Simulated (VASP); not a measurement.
# AgCl (Cmcm) in VASP: a series of runs

AgCl is run at these levels: PBEsol; tasks: single point.

All numbers are computed with VASP 6.6.1; they aren't measurements. Logs are shortened: lines on timing, memory, paths and dates and some standing lists are left out, and cuts for length are marked.

## Step 1: The cell of the first run

It takes space group Cmcm (No. 63, orthorhombic). The conventional cell has a = 3.667 Å, b = 10.891 Å, c = 3.924 Å, α = 90.00°, β = 90.00°, γ = 90.00°. Ag (site symmetry m2m) has 7 Cl at 2.71 to 3.17 Å and 4 Ag at 2.99 to 3.67 Å within 3.7 Å. Cl (site symmetry m2m) has 7 Ag at 2.71 to 3.17 Å and 8 Cl at 3.53 to 3.68 Å within 3.7 Å.

## Step 2: Single point, PBEsol (equal xx and yy strain of -2 %)

The input, INCAR:

```
  ALGO = Normal
  EDIFF = 1E-7
  ENCUT = 520
  GGA = PS
  ISIF = 2
  ISMEAR = -1
  LASPH = T
  LCHARG = T
  LELF = T
  LREAL = F
  LVHAR = T
  LWAVE = F
  NBANDS = 26
  NELM = 80
  PREC = Accurate
  SIGMA = 0.03
```

The input, KPOINTS:

```
k-points
0
Gamma
  9 9 8
```

The input, POSCAR:

```
AgCl
1.0
    1.8334915089     -5.4454633311      0.0000000000
    1.8334915089      5.4454633311      0.0000000000
    0.0000000000      0.0000000000      3.9240373500
Ag Cl
2 2
Direct
    0.3965554000      0.6034446000      0.7500000000
    0.6034446000      0.3965554000      0.2500000000
    0.8654487300      0.1345512700      0.2500000000
    0.1345512700      0.8654487300      0.7500000000
```

Potentials or basis: VASP PAW PBE potentials, release 64 (Ag, Cl).

The run is started by

```bash
> cat potpaw_PBE.64/Ag/POTCAR potpaw_PBE.64/Cl/POTCAR > POTCAR
> mpirun -np 1 vasp_std > vasp.out
```

OUTCAR:

```text
EDIFF = 1E-7
   ENCUT = 520
   GGA = PS
   ISIF = 2
   ISMEAR = -1
   LASPH = T
   LREAL = F
   NELM = 80
   PREC = Accurate

 ion  position               nearest neighbor table
   1  0.397  0.603  0.750-   3 2.71   3 2.71   3 2.71   3 2.71   4 2.85   2 2.99   2 2.99
   2  0.603  0.397  0.250-   4 2.71   4 2.71   4 2.71   4 2.71   3 2.85   1 2.99   1 2.99
   3  0.865  0.135  0.250-   1 2.71   1 2.71   1 2.71   1 2.71   2 2.85
   4  0.135  0.865  0.750-   2 2.71   2 2.71   2 2.71   2 2.71   1 2.85

  LATTYP: Found a base centered orthorhombic cell.
 ALAT       =     3.6669830178
 B/A-ratio  =     2.9699964819
 C/A-ratio  =     1.0700996789

  Lattice vectors:

 A1 = (   1.8334915089,  -5.4454633311,   0.0000000000)
 A2 = (   1.8334915089,   5.4454633311,   0.0000000000)
 A3 = (   0.0000000000,   0.0000000000,   3.9240373500)

Analysis of symmetry for initial positions (statically):
=====================================================================
 Subroutine PRICEL returns:
 Original cell was already a primitive cell.

 Routine SETGRP: Setting up the symmetry group for a
 base centered orthorhombic supercell.

 Subroutine GETGRP returns: Found  8 space group operations
 (whereof  4 operations were pure point group operations)
 out of a pool of  8 trial point group operations.

The static configuration has the point symmetry C_2h.
 The point group associated with its full space group is D_2h.

Analysis of symmetry for dynamics (positions and initial velocities):
=====================================================================
 Subroutine PRICEL returns:
 Original cell was already a primitive cell.

 Routine SETGRP: Setting up the symmetry group for a
 base centered orthorhombic supercell.

 Subroutine GETGRP returns: Found  8 space group operations
 (whereof  4 operations were pure point group operations)
 out of a pool of  8 trial point group operations.

The dynamic configuration has the point symmetry C_2h.
 The point group associated with its full space group is D_2h.

 Subroutine INISYM returns: Found  8 space group operations
 (whereof  4 operations are pure point group operations),
 and found     1 'primitive' translations

----------------------------------------------------------------------------------------

                                     Primitive cell

  volume of cell :      78.3568

  direct lattice vectors                    reciprocal lattice vectors
     1.833491509 -5.445463331  0.000000000     0.272703745 -0.091819551  0.000000000
     1.833491509  5.445463331  0.000000000     0.272703745  0.091819551  0.000000000
     0.000000000  0.000000000  3.924037350     0.000000000  0.000000000  0.254839572

  length of vectors
     5.745847370  5.745847370  3.924037350     0.287746698  0.287746698  0.254839572

  position of ions in fractional coordinates (direct lattice)
     0.396555400  0.603444600  0.750000000
     0.603444600  0.396555400  0.250000000
     0.865448730  0.134551270  0.250000000
     0.134551270  0.865448730  0.750000000

  ion indices of the primitive-cell ions
   primitive index   ion index
                 1           1
                 2           2
                 3           3
                 4           4

----------------------------------------------------------------------------------------

 KPOINTS: k-points

Automatic generation of k-mesh.
 Grid dimensions read from file:
 generate k-points for:    9    9    8

 Generating k-lattice:

  Cartesian coordinates                     Fractional coordinates (reciprocal lattice)
     0.030300416 -0.010202172  0.000000000     0.111111111  0.000000000  0.000000000
     0.030300416  0.010202172  0.000000000     0.000000000  0.111111111  0.000000000
     0.000000000  0.000000000  0.031854947     0.000000000  0.000000000  0.125000000

  Length of vectors
     0.031971855  0.031971855  0.031854947

  Shift w.r.t. Gamma in fractional coordinates (k-lattice)
     0.000000000  0.000000000  0.000000000

 Subroutine IBZKPT returns following result:
 ===========================================

 Found    125 irreducible k-points:

 Following reciprocal coordinates:
            Coordinates               Weight
  0.000000  0.000000  0.000000      1.000000
  0.111111 -0.000000  0.000000      4.000000
  0.222222 -0.000000  0.000000      4.000000
  0.333333 -0.000000  0.000000      4.000000
  0.444444 -0.000000  0.000000      4.000000
  0.111111  0.111111  0.000000      2.000000
[... 16 lines left out ...]
 -0.333333  0.333333  0.000000      2.000000
  0.444444  0.444444  0.000000      2.000000
 [... further k-points ...]
   k-points           NKPTS =    125   k-points in BZ     NKDIM =    125   number of bands    NBANDS=     26
   number of dos      NEDOS =    301   number of ions     NIONS =      4
   total plane-waves  NPLWV =  69120
   dimension x,y,z NGX =    48 NGY =   48 NGZ =   30
   dimension x,y,z NGXF=    96 NGYF=   96 NGZF=   60
   ions per type =               2   2
   NGX,Y,Z   is equivalent  to a cutoff of  13.89, 13.89, 12.71 a.u.
   NGXF,Y,Z  is equivalent  to a cutoff of  27.78, 27.78, 25.42 a.u.
 SYSTEM =  unknown system
   PREC   = accura    normal or accurate (medium, high low for compatibility)
   ISTART =      0    job   : 0-new  1-cont  2-samecut
   ICHARG =      2    charge: 1-file 2-atom 10-const
   ISPIN  =      1    spin polarized calculation?
   LNONCOLLINEAR =      F non collinear calculations
   LSORBIT =      F    spin-orbit coupling
   LASPH  =      T    aspherical Exc in radial PAW
   ENCUT  =  520.0 eV  38.22 Ry    6.18 a.u.  10.68 10.68  7.30*2*pi/ulx,y,z
   NELM   =     80;   NELMIN=  2; NELMDL= -5     # of ELM steps
   EDIFF  = 0.1E-06   stopping-criterion for ELM
   LREAL  =      F    real-space projection
   EDIFFG = 0.1E-05   stopping-criterion for IOM
   NSW    =      0    number of steps for IOM
   IBRION =     -1    ionic relax: 0-MD 1-quasi-New 2-CG
   NFREE  =      0    steps in history (QN), initial steepest desc. (CG)
   ISIF   =      2    stress and relaxation
   ISYM   =      2    0-nonsym 1-usesym 2-fastsym
   POTIM  = 0.5000    time-step for ionic-motion
   TEBEG  =    0.0;   TEEND  =   0.0 temperature during run
   PSTRESS=    0.0 pullay stress
   NELECT =      36.0000    total number of electrons
   NUPDOWN=      -1.0000    fix difference up-down
   EMIN   =  10.00;   EMAX   =-10.00  energy-range for DOS
   EFERMI =   0.00;   METHOD = LEGACY
   ISMEAR =    -1;   SIGMA  =   0.03  broadening in eV -4-tet -1-fermi 0-gaus
   EFERMI_NEDOS =   21; number of points for ismear=-14 and -15
   IALGO  =     38    algorithm
   IMIX   =      4    mixing-type and parameters
     AMIX     =   0.40;   BMIX     =  1.00
     AMIX_MAG =   1.60;   BMIX_MAG =  1.00
  volume/ion in A,a.u.               =      19.59       132.19
  Fermi-wavevector in a.u.,A,eV,Ry     =   1.263233  2.387164 21.711592  1.595757
  Thomas-Fermi vector in A             =   2.396600
   LORBIT       =      0    0 simple, 1 ext, 2 COOP (PROOUT), +10 PAW based schemes
   GGA     = PS    functional components
   LHFCALC =     F    Hartree Fock is set to
   AEXX    =    0.0000 exact exchange contribution
   IVDW    =     0    specifies the selected vdW correction
   LEPSILON=     F    determine dielectric tensor
   LRPA    =     F    only Hartree local field effects (RPA)
 non-spin polarized calculation
  energy-cutoff  :      520.00
  volume of cell :       78.36
 maximum number of plane-waves:      2129
 NGX is ok and might be reduce to    48
   NGX = 21   NGY = 21   NGZ = 15

 number of electron      36.0000005 magnetization

 Free energy of the ion-electron system (eV)
  ---------------------------------------------------
  ext. energy  EPLUGINS =         0.00000000
  ---------------------------------------------------
  free energy    TOTEN  =       -12.05069261 eV

  energy without entropy =      -12.05067808  energy(sigma->0) =      -12.05068534

 E-fermi :   4.8642     XC(G=0): -10.7129

 val. band max:        4.6580875591   @ k =   0.2222   0.2222   0.0000
 cond. band min:       4.9987752150   @ k =   0.0000   0.0000   0.0000
 fundamental gap:      0.3406876559
 Fermi energy:         4.8641656699

 k-point     1 :       0.0000    0.0000    0.0000
  band No.  band energies     occupation
      1     -10.7536      2.00000
      2     -10.0539      2.00000
      3      -0.2199      2.00000
      4       0.9313      2.00000
      5       1.2439      2.00000
      6       1.3445      2.00000
[... 18 lines left out ...]
     25      14.8443      0.00000
     26      15.5804      0.00000

 k-point     2 :       0.1111   -0.0000    0.0000
  band No.  band energies     occupation
      1     -10.7028      2.00000
      2     -10.0375      2.00000
      3      -0.2145      2.00000
      4       0.6815      2.00000
      5       0.7100      2.00000
      6       1.0529      2.00000
[... 18 lines left out ...]
     25      15.0386      0.00000
     26      15.5700      0.00000

 k-point     3 :       0.2222   -0.0000    0.0000
  band No.  band energies     occupation
      1     -10.5657      2.00000
      2      -9.9990      2.00000
      3      -0.2046      2.00000
      4       0.0126      2.00000
      5       0.2636      2.00000
      6       0.2820      2.00000
[... 18 lines left out ...]
     25      14.7283      0.00000
     26      15.7246      0.00000

 k-point     4 :       0.3333   -0.0000    0.0000
  band No.  band energies     occupation
      1     -10.3892      2.00000
      2      -9.9660      2.00000
      3      -0.6658      2.00000
      4      -0.4402      2.00000
      5      -0.0772      2.00000
      6      -0.0464      2.00000
[... 18 lines left out ...]
     25      14.0960      0.00000
     26      15.6689      0.00000
[... 496 lines left out ...]
      1     -10.4895      2.00000
      2     -10.2554      2.00000
      3      -0.0057      2.00000
      4       0.3557      2.00000
      5       0.8614      2.00000
      6       1.0518      2.00000
[... 18 lines left out ...]
     25      14.9071      0.00000
     26      15.8888      0.00000

 k-point    23 :      -0.3333    0.3333    0.0000
  band No.  band energies     occupation
      1     -10.5828      2.00000
      2     -10.2297      2.00000
      3      -0.0767      2.00000
      4       0.7653      2.00000
      5       1.0582      2.00000
      6       1.3296      2.00000
[... 18 lines left out ...]
     25      15.2742      0.00000
     26      15.4988      0.00000

 k-point    24 :       0.4444    0.4444    0.0000
  band No.  band energies     occupation
      1     -10.3916      2.00000
      2     -10.3539      2.00000
      3       0.1437      2.00000
      4       0.1752      2.00000
      5       0.9293      2.00000
      6       0.9843      2.00000
[... 18 lines left out ...]
     25      15.1215      0.00000
     26      16.1044      0.00000

 [... further k-points ...]

------------------------ aborting loop because EDIFF is reached ----------------------------------------

  FORCE on cell =-STRESS in cart. coord.  units (eV):
  Direction    XX          YY          ZZ          XY          YZ          ZX
  --------------------------------------------------------------------------------------
  -------------------------------------------------------------------------------------
  Total       -0.4260999     -0.4161109     -0.6883311      0.0000000      0.0000000      0.0000000
  in kB       -8.7125480     -8.5083003    -14.0744403      0.0000000      0.0000000      0.0000000
  external PRESSURE =     -10.4317629 kB  Pullay stress =       0.0000000 kB

 VOLUME and BASIS-vectors are now :
 -----------------------------------------------------------------------------
  energy-cutoff  :      520.00
  volume of cell :       78.36
      direct lattice vectors                 reciprocal lattice vectors
     1.833491509 -5.445463331  0.000000000     0.272703745 -0.091819551  0.000000000
     1.833491509  5.445463331  0.000000000     0.272703745  0.091819551  0.000000000
     0.000000000  0.000000000  3.924037350     0.000000000  0.000000000  0.254839572

 POSITION                                       TOTAL-FORCE (eV/Angst)
 -----------------------------------------------------------------------------------
      1.83349      1.12661      2.94303         0.000000     -0.045710     -0.000000
      1.83349     -1.12661      0.98101         0.000000      0.045710      0.000000
      1.83349     -3.98008      0.98101         0.000000     -0.004578      0.000000
      1.83349      3.98008      2.94303         0.000000      0.004578     -0.000000
 -----------------------------------------------------------------------------------
    total drift:                                0.000000     -0.000000      0.000000

  FREE ENERGIE OF THE ION-ELECTRON SYSTEM (eV)
  ---------------------------------------------------
  free  energy   TOTEN  =       -12.0506926088 eV

  energy  without entropy=      -12.0506780769  energy(sigma->0) =      -12.05068534
```

Wall time 2.7 min (1 thread of Intel Xeon 6975P-C (Granite Rapids), shared host); peak memory 0.38 GiB.

Results:

```
Free energy            : -12.0507 eV
Pressure               : -1.0 GPa
Largest force          : 0.046 eV/Å
Band gap on the k mesh : 0.34 eV (least direct gap 1.85 eV)
```

Forces on the atoms (eV/Å):
```
Ag   0.000 -0.046  0.000
Ag   0.000  0.046  0.000
Cl   0.000 -0.005  0.000
Cl   0.000  0.005  0.000
```

Caveat: the cell differs from its parent crystal (equal xx and yy strain of -2 %); semilocal functionals underestimate gaps, and a narrow one can read as zero; the PAW data sets were made with another functional, which shifts forces and pressure a little. A k mesh can miss the band edges.

[end of part 1 of 2]
